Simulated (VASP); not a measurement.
# RbBr (Fm-3m) in VASP: notebook

Aim: see how the results for RbBr move with the level of theory and the settings. Levels: HSE06, PBE-based screened hybrid with 30 % exact exchange, PBE-based global hybrid with 50 % exact exchange, PBE-based screened hybrid with 75 % exact exchange. Tasks: single point.

Program: VASP 6.6.1. These are calculated values, not measurements. Logs are shortened: lines on timing, memory, paths and dates and some standing lists are left out, and cuts for length are marked.

## Step 1: The cell of the first run

Symmetry: Fm-3m, No. 225, cubic system. Conventional cell: a = 6.922 Å, b = 6.922 Å, c = 6.922 Å, α = 90.00°, β = 90.00°, γ = 90.00°. Within 4.5 Å of Rb (site symmetry m-3m) lie 6 Br at 3.46 Å. Within 4.5 Å of Br (site symmetry m-3m) lie 6 Rb at 3.46 Å.

## Step 2: Single point, HSE06

File POSCAR:

```
RbBr
1.0
    0.0000000000      3.4608320474      3.4608320474
    3.4608320474      0.0000000000      3.4608320474
    3.4608320474      3.4608320474      0.0000000000
Rb Br
1 1
Direct
    0.0000000000      0.0000000000      0.0000000000
    0.5000000000      0.5000000000      0.5000000000
```

File INCAR.step1:

```
  PREC = Accurate
  ENCUT = 520
  EDIFF = 1E-5
  ISMEAR = 0
  SIGMA = 0.01
  LREAL = False
  LASPH = True
  NELM = 80
  ALGO = Normal
  ISIF = 2
  LWAVE = True
  LCHARG = False
  NBANDS = 15
  GGA = PE
```

File INCAR.step2:

```
  PREC = Accurate
  ENCUT = 520
  EDIFF = 1E-6
  ISMEAR = 0
  SIGMA = 0.01
  LREAL = False
  LASPH = True
  NELM = 80
  ALGO = Normal
  ISIF = 2
  LWAVE = False
  LCHARG = False
  GGA = PE
  LHFCALC = True
  HFSCREEN = 0.2079
  PRECFOCK = Normal
  NBANDS = 15
  ISTART = 1
```

File KPOINTS:

```
regular mesh
0
Gamma
  4 4 4
```

Potentials or basis: VASP PAW PBE potentials, release 64 (Rb_sv, Br).

The run is started by

```
$ cat potpaw_PBE.64/Rb_sv/POTCAR potpaw_PBE.64/Br/POTCAR > POTCAR
$ cp INCAR.step1 INCAR
$ mpirun -np 1 vasp_std > vasp.out
$ cp INCAR.step2 INCAR
$ mpirun -np 1 vasp_std > vasp.out
```

OUTCAR:

```text
PREC = Accurate
   ENCUT = 520
   EDIFF = 1E-6
   ISMEAR = 0
   LREAL = False
   LASPH = True
   NELM = 80
   ISIF = 2
   GGA = PE
   LHFCALC = True
   HFSCREEN = 0.2079
   PRECFOCK = Normal
   ISTART = 1

 ion  position               nearest neighbor table
   1  0.000  0.000  0.000-   2 3.46   2 3.46   2 3.46   2 3.46   2 3.46   2 3.46
   2  0.500  0.500  0.500-   1 3.46   1 3.46   1 3.46   1 3.46   1 3.46   1 3.46

  LATTYP: Found a face centered cubic cell.
 ALAT       =     6.9216640948

  Lattice vectors:

 A1 = (   0.0000000000,   3.4608320474,   3.4608320474)
 A2 = (   3.4608320474,   0.0000000000,   3.4608320474)
 A3 = (   3.4608320474,   3.4608320474,   0.0000000000)

Analysis of symmetry for initial positions (statically):
=====================================================================
 Subroutine PRICEL returns:
 Original cell was already a primitive cell.

 Routine SETGRP: Setting up the symmetry group for a
 face centered cubic supercell.

 Subroutine GETGRP returns: Found 48 space group operations
 (whereof 48 operations were pure point group operations)
 out of a pool of 48 trial point group operations.

The static configuration has the point symmetry O_h .

Analysis of symmetry for dynamics (positions and initial velocities):
=====================================================================
 Subroutine PRICEL returns:
 Original cell was already a primitive cell.

 Routine SETGRP: Setting up the symmetry group for a
 face centered cubic supercell.

 Subroutine GETGRP returns: Found 48 space group operations
 (whereof 48 operations were pure point group operations)
 out of a pool of 48 trial point group operations.

The dynamic configuration has the point symmetry O_h .

 Subroutine INISYM returns: Found 48 space group operations
 (whereof 48 operations are pure point group operations),
 and found     1 'primitive' translations

----------------------------------------------------------------------------------------

                                     Primitive cell

  volume of cell :      82.9033

  direct lattice vectors                    reciprocal lattice vectors
     0.000000000  3.460832047  3.460832047    -0.144473928  0.144473928  0.144473928
     3.460832047  0.000000000  3.460832047     0.144473928 -0.144473928  0.144473928
     3.460832047  3.460832047  0.000000000     0.144473928  0.144473928 -0.144473928

  length of vectors
     4.894355619  4.894355619  4.894355619     0.250236184  0.250236184  0.250236184

  position of ions in fractional coordinates (direct lattice)
     0.000000000  0.000000000  0.000000000
     0.500000000  0.500000000  0.500000000

  ion indices of the primitive-cell ions
   primitive index   ion index
                 1           1
                 2           2

----------------------------------------------------------------------------------------

 KPOINTS: regular mesh

Automatic generation of k-mesh.
 Grid dimensions read from file:
 generate k-points for:    4    4    4

 Generating k-lattice:

  Cartesian coordinates                     Fractional coordinates (reciprocal lattice)
    -0.036118482  0.036118482  0.036118482     0.250000000  0.000000000  0.000000000
     0.036118482 -0.036118482  0.036118482     0.000000000  0.250000000  0.000000000
     0.036118482  0.036118482 -0.036118482     0.000000000  0.000000000  0.250000000

  Length of vectors
     0.062559046  0.062559046  0.062559046

  Shift w.r.t. Gamma in fractional coordinates (k-lattice)
     0.000000000  0.000000000  0.000000000

 Subroutine IBZKPT returns following result:
 ===========================================

 Found      8 irreducible k-points:

 Following reciprocal coordinates:
            Coordinates               Weight
  0.000000  0.000000  0.000000      1.000000
  0.250000  0.000000  0.000000      8.000000
  0.500000  0.000000  0.000000      4.000000
  0.250000  0.250000  0.000000      6.000000
  0.500000  0.250000  0.000000     24.000000
 -0.250000  0.250000  0.000000     12.000000
  0.500000  0.500000  0.000000      3.000000
 -0.250000  0.500000  0.250000      6.000000
   k-points           NKPTS =      8   k-points in BZ     NKDIM =     64   number of bands    NBANDS=     15
   number of dos      NEDOS =    301   number of ions     NIONS =      2
   total plane-waves  NPLWV =  46656
   dimension x,y,z NGX =    36 NGY =   36 NGZ =   36
   dimension x,y,z NGXF=    72 NGYF=   72 NGZF=   72
   ions per type =               1   1
   NGX,Y,Z   is equivalent  to a cutoff of  12.23, 12.23, 12.23 a.u.
   NGXF,Y,Z  is equivalent  to a cutoff of  24.46, 24.46, 24.46 a.u.
 SYSTEM =  unknown system
   PREC   = accura    normal or accurate (medium, high low for compatibility)
   ISTART =      1    job   : 0-new  1-cont  2-samecut
   ICHARG =      0    charge: 1-file 2-atom 10-const
   ISPIN  =      1    spin polarized calculation?
   LNONCOLLINEAR =      F non collinear calculations
   LSORBIT =      F    spin-orbit coupling
   LASPH  =      T    aspherical Exc in radial PAW
   ENCUT  =  520.0 eV  38.22 Ry    6.18 a.u.   9.10  9.10  9.10*2*pi/ulx,y,z
   NELM   =     80;   NELMIN=  2; NELMDL=  0     # of ELM steps
   EDIFF  = 0.1E-05   stopping-criterion for ELM
   LREAL  =      F    real-space projection
   EDIFFG = 0.1E-04   stopping-criterion for IOM
   NSW    =      0    number of steps for IOM
   IBRION =     -1    ionic relax: 0-MD 1-quasi-New 2-CG
   NFREE  =      0    steps in history (QN), initial steepest desc. (CG)
   ISIF   =      2    stress and relaxation
   ISYM   =      3    0-nonsym 1-usesym 2-fastsym
   POTIM  = 0.5000    time-step for ionic-motion
   TEBEG  =    0.0;   TEEND  =   0.0 temperature during run
   PSTRESS=    0.0 pullay stress
   NELECT =      16.0000    total number of electrons
   NUPDOWN=      -1.0000    fix difference up-down
   EMIN   =  10.00;   EMAX   =-10.00  energy-range for DOS
   EFERMI =   0.00;   METHOD = LEGACY
   ISMEAR =     0;   SIGMA  =   0.01  broadening in eV -4-tet -1-fermi 0-gaus
   EFERMI_NEDOS =   21; number of points for ismear=-14 and -15
   IALGO  =     38    algorithm
   IMIX   =      1    mixing-type and parameters
     AMIX     =   0.40;   BMIX     =  1.00
     AMIX_MAG =   1.60;   BMIX_MAG =  1.00
  volume/ion in A,a.u.               =      41.45       279.73
  Fermi-wavevector in a.u.,A,eV,Ry     =   0.946072  1.787817 12.177931  0.895053
  Thomas-Fermi vector in A             =   2.074035
   LORBIT       =      0    0 simple, 1 ext, 2 COOP (PROOUT), +10 PAW based schemes
   GGA     = PE    functional components
   LHFCALC =     T    Hartree Fock is set to
   PRECFOCK=normal    Normal, Fast or Accurate (Low or Medium for compatibility)
   ENCUT4O =  -1.0   cutoff for four orbital integrals eV
   NKREDX  =     1    reduce k-point grid by
   NKREDY  =     1    reduce k-point grid by
   NKREDZ  =     1    reduce k-point grid by
   AEXX    =    0.2500 exact exchange contribution
   HFSCREEN=    0.2079 screening length (either q_TF or 0.3 A-1)
   HFSCREENC=   0.2079 screening length for correlation (either q_TF or 0.3 A-1)
   ENCUTFOCK=  -1.0 apply spherical cutoff to Coloumb kernel
   IVDW    =     0    specifies the selected vdW correction
   LEPSILON=     F    determine dielectric tensor
   LRPA    =     F    only Hartree local field effects (RPA)
 non-spin polarized calculation
 Gauss-broadening in eV      SIGMA  =   0.01
  energy-cutoff  :      520.00
  volume of cell :       82.90
 maximum number of plane-waves:      2252
  NGX = 28; NGY = 28; NGZ = 28

 number of electron      15.9999997 magnetization

 Free energy of the ion-electron system (eV)
  ---------------------------------------------------
  ext. energy  EPLUGINS =         0.00000000
  ---------------------------------------------------
  free energy    TOTEN  =        -7.07242397 eV

  energy without entropy =       -7.07242397  energy(sigma->0) =       -7.07242397

 E-fermi :  -2.6580     XC(G=0):  -5.9841

 val. band max:       -2.7344429059   @ k =   0.0000   0.0000   0.0000
 cond. band min:       2.7078528059   @ k =   0.0000   0.0000   0.0000
 fundamental gap:      5.4422957118
 Fermi energy:        -2.6580051114

 k-point     1 :       0.0000    0.0000    0.0000
  band No.  band energies     occupation
      1     -28.8878      2.00000
      2     -15.9055      2.00000
      3     -11.8004      2.00000
      4     -11.8004      2.00000
      5     -11.8004      2.00000
      6      -2.7344      2.00000
      7      -2.7344      2.00000
      8      -2.7344      2.00000
      9       2.7079      0.00000
     10       5.7948      0.00000
     11       5.7948      0.00000
     12       5.7948      0.00000
     13       6.7499      0.00000
     14       6.7499      0.00000
     15       9.3038      0.00000

 k-point     2 :       0.2500    0.0000    0.0000
  band No.  band energies     occupation
      1     -28.8834      2.00000
      2     -15.9223      2.00000
      3     -11.8024      2.00000
      4     -11.8024      2.00000
      5     -11.7743      2.00000
      6      -3.2720      2.00000
      7      -2.9110      2.00000
      8      -2.9110      2.00000
      9       3.9586      0.00000
     10       5.5996      0.00000
     11       6.5299      0.00000
     12       6.5299      0.00000
     13       7.6144      0.00000
     14       7.6144      0.00000
     15      10.9398      0.00000

 k-point     3 :       0.5000    0.0000    0.0000
  band No.  band energies     occupation
      1     -28.8789      2.00000
      2     -15.9389      2.00000
      3     -11.8044      2.00000
      4     -11.8044      2.00000
      5     -11.7485      2.00000
      6      -3.7029      2.00000
      7      -3.0756      2.00000
      8      -3.0756      2.00000
      9       5.1421      0.00000
     10       6.1303      0.00000
     11       8.0803      0.00000
     12       8.0803      0.00000
     13       8.6129      0.00000
     14       8.6129      0.00000
     15       9.4475      0.00000

 k-point     4 :       0.2500    0.2500    0.0000
  band No.  band energies     occupation
      1     -28.8820      2.00000
      2     -15.9029      2.00000
      3     -11.8338      2.00000
      4     -11.8338      2.00000
      5     -11.7947      2.00000
      6      -3.3228      2.00000
      7      -2.8357      2.00000
      8      -2.8357      2.00000
      9       4.0790      0.00000
     10       4.7005      0.00000
     11       7.2201      0.00000
     12       7.2952      0.00000
     13       7.2952      0.00000
     14       8.0932      0.00000
     15      10.5841      0.00000

 k-point     5 :       0.5000    0.2500    0.0000
  band No.  band energies     occupation
      1     -28.8776      2.00000
      2     -15.8939      2.00000
      3     -11.8815      2.00000
      4     -11.8365      2.00000
      5     -11.8154      2.00000
      6      -3.3911      2.00000
      7      -3.0830      2.00000
      8      -2.9894      2.00000
      9       4.8786      0.00000
     10       5.7083      0.00000
     11       7.4361      0.00000
     12       7.8683      0.00000
     13       8.2738      0.00000
     14       8.7290      0.00000
     15       9.4839      0.00000

 k-point     6 :      -0.2500    0.2500    0.0000
  band No.  band energies     occupation
      1     -28.8790      2.00000
      2     -15.9137      2.00000
      3     -11.8761      2.00000
      4     -11.8051      2.00000
      5     -11.7676      2.00000
      6      -3.4925      2.00000
      7      -3.0611      2.00000
      8      -2.9859      2.00000
      9       5.1062      0.00000
     10       5.5940      0.00000
     11       7.1851      0.00000
     12       7.2678      0.00000
     13       7.9434      0.00000
     14       9.2306      0.00000
     15       9.5815      0.00000

 k-point     7 :       0.5000    0.5000    0.0000
  band No.  band energies     occupation
      1     -28.8764      2.00000
      2     -15.8476      2.00000
      3     -11.9709      2.00000
      4     -11.8681      2.00000
      5     -11.8681      2.00000
      6      -3.2268      2.00000
      7      -2.9026      2.00000
      8      -2.9026      2.00000
      9       4.0466      0.00000
     10       5.5698      0.00000
     11       7.5371      0.00000
     12       7.8434      0.00000
     13       8.0394      0.00000
     14       9.5042      0.00000
     15       9.5042      0.00000

 k-point     8 :      -0.2500    0.5000    0.2500
  band No.  band energies     occupation
      1     -28.8763      2.00000
      2     -15.8733      2.00000
      3     -11.9192      2.00000
      4     -11.9192      2.00000
      5     -11.7792      2.00000
      6      -3.2154      2.00000
      7      -3.0922      2.00000
      8      -3.0922      2.00000
      9       5.5100      0.00000
     10       5.5100      0.00000
     11       6.7316      0.00000
     12       7.1465      0.00000
     13       9.5136      0.00000
     14       9.5530      0.00000
     15       9.5892      0.00000

------------------------ aborting loop because EDIFF is reached ----------------------------------------

  FORCE on cell =-STRESS in cart. coord.  units (eV):
  Direction    XX          YY          ZZ          XY          YZ          ZX
  --------------------------------------------------------------------------------------
  -------------------------------------------------------------------------------------
  Total        0.1634987      0.1634987      0.1634987      0.0000000      0.0000000     -0.0000000
  in kB        3.1597543      3.1597543      3.1597543      0.0000000      0.0000000     -0.0000000
  external PRESSURE =       3.1597543 kB  Pullay stress =       0.0000000 kB

 VOLUME and BASIS-vectors are now :
 -----------------------------------------------------------------------------
  energy-cutoff  :      520.00
  volume of cell :       82.90
      direct lattice vectors                 reciprocal lattice vectors
     0.000000000  3.460832047  3.460832047    -0.144473928  0.144473928  0.144473928
     3.460832047  0.000000000  3.460832047     0.144473928 -0.144473928  0.144473928
     3.460832047  3.460832047  0.000000000     0.144473928  0.144473928 -0.144473928

 POSITION                                       TOTAL-FORCE (eV/Angst)
 -----------------------------------------------------------------------------------
      0.00000      0.00000      0.00000         0.000000     -0.000000     -0.000000
      3.46083      3.46083      3.46083        -0.000000      0.000000      0.000000
 -----------------------------------------------------------------------------------
    total drift:                               -0.000000     -0.000000      0.000000

  FREE ENERGIE OF THE ION-ELECTRON SYSTEM (eV)
  ---------------------------------------------------
  free  energy   TOTEN  =        -7.0724239685 eV

  energy  without entropy=       -7.0724239685  energy(sigma->0) =       -7.07242397
```

Wall time 6.2 min (1 thread of AMD EPYC 7R43 (Zen 3), shared host); peak memory 0.28 GiB.

Results:

- Free energy: -7.0724 eV
- Pressure: 0.3 GPa
- Band gap on the k mesh: 5.44 eV

Caveat: the PAW data sets were made with another functional, which shifts forces and pressure a little.

## Step 3: Single point, PBE-based screened hybrid with 30 % exact exchange

POSCAR is that of step 2.

File INCAR.step1:

```
SYSTEM = RbBr
ALGO = Normal ; EDIFF = 1E-5
ENCUT = 520 ; GGA = PE
ISIF = 2 ; ISMEAR = 0
LASPH = .True. ; LCHARG = .False.
LREAL = .False. ; LWAVE = .True.
NBANDS = 15 ; NELM = 80
PREC = Accurate ; SIGMA = 0.01
```

File INCAR.step2:

```
SYSTEM = RbBr
AEXX = 0.3 ; ALGO = Normal
EDIFF = 1E-6 ; ENCUT = 520
GGA = PE ; HFSCREEN = 0.2078
ISIF = 2 ; ISMEAR = 0
ISTART = 1 ; LASPH = .True.
LCHARG = .False. ; LHFCALC = .True.
LREAL = .False. ; LWAVE = .False.
NBANDS = 15 ; NELM = 80
PREC = Accurate ; PRECFOCK = Normal
SIGMA = 0.01
```

File KPOINTS:

```
k-points
0
Gamma
  4 4 4
  0 0 0
```

Potentials or basis: VASP PAW PBE potentials, release 64 (Rb_sv, Br).

The run is started by

```
$ cat potpaw_PBE.64/Rb_sv/POTCAR potpaw_PBE.64/Br/POTCAR > POTCAR
$ cp INCAR.step1 INCAR
$ mpirun -np 1 vasp_std > vasp.out
$ cp INCAR.step2 INCAR
$ mpirun -np 1 vasp_std > vasp.out
```

It took 7.9 min on 1 thread of AMD EPYC 7R43 (Zen 3), shared host; peak memory 0.29 GiB.

Results (log left out):

```yaml
Free_energy: -7.2713 eV
Pressure: 0.3 GPa
Band_gap_on_the_k_mesh: 5.68 eV
```

Levels at points of the mesh, in eV from the valence-band top:
```csv
k point,band 6,band 7,band 8,band 9,band 10,band 11
"(0.00, 0.00, 0.00)",0.00,0.00,0.00,5.68,8.78,8.78
"(0.50, 0.00, 0.00)",-0.97,-0.34,-0.34,8.11,9.12,11.10
"(0.50, 0.50, 0.00)",-0.50,-0.17,-0.17,7.01,8.57,10.52
```

Caveat: the PAW data sets were made with another functional, which shifts forces and pressure a little.

[end of part 1 of 2]
